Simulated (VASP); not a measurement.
Wanted: the native input for a VASP 6.6.1 run.

```
Task                   : single point
Functional             : RPBE
Dispersion             : D3(BJ)
Potentials or basis    : VASP PAW PBE potentials, release 64 (Al, N)
Cutoff                 : 520 eV
k mesh                 : 10 × 10 × 6
Occupations            : fermi-dirac, width 0.05 eV
Spin                   : no spin polarisation
Dipole correction      : no
Further INCAR settings : ALGO = Normal; EDIFF = 1e-06; NBANDS = 16
```

The structure of AlN lies in POSCAR:

```
AlN
1.0
    3.1740547162      0.0000000000      0.0000000000
   -1.5870273581      2.7488120173      0.0000000000
    0.0000000000      0.0000000000      5.0786914685
Al N
2 2
Direct
    0.6666666667      0.3333333333      0.5000000000
    0.3333333333      0.6666666667      0.0000000000
    0.6666666667      0.3333333333      0.8800000000
    0.3333333333      0.6666666667      0.3800000000
```

These files were run (other wordings do the same):

INCAR

```
  PREC = Accurate
  ENCUT = 520
  EDIFF = 1E-6
  ISMEAR = -1
  SIGMA = 0.05
  LREAL = F
  LASPH = T
  NELM = 60
  ALGO = Normal
  ISIF = 2
  LWAVE = F
  LCHARG = T
  GGA = RP
  IVDW = 12
  LELF = T
  LVHAR = T
  NBANDS = 16
```

KPOINTS

```
Automatic mesh
0
Gamma
  10 10 6
```

Potentials or basis: VASP PAW PBE potentials, release 64 (Al, N).

Launch:

```bash
$ cat potpaw_PBE.64/Al/POTCAR potpaw_PBE.64/N/POTCAR > POTCAR
$ mpirun -np 1 vasp_std > vasp.out
```

It gave:

* Pressure: -23.2 GPa
* Largest force: 0.110 eV/Å
* Band gap on the k mesh: 3.77 eV
* Dispersion energy per atom: -1.048 eV

Caveat: the cell stands under tension; the dispersion term is far too large for a dense solid, which distorts pressure and volume; the PAW data sets were made with another functional, which shifts forces and pressure a little.

Wall time 12 s on 1 thread of Intel(R) Xeon(R) 6975P-C (Granite Rapids) (shared host), peak memory 0.18 GiB.
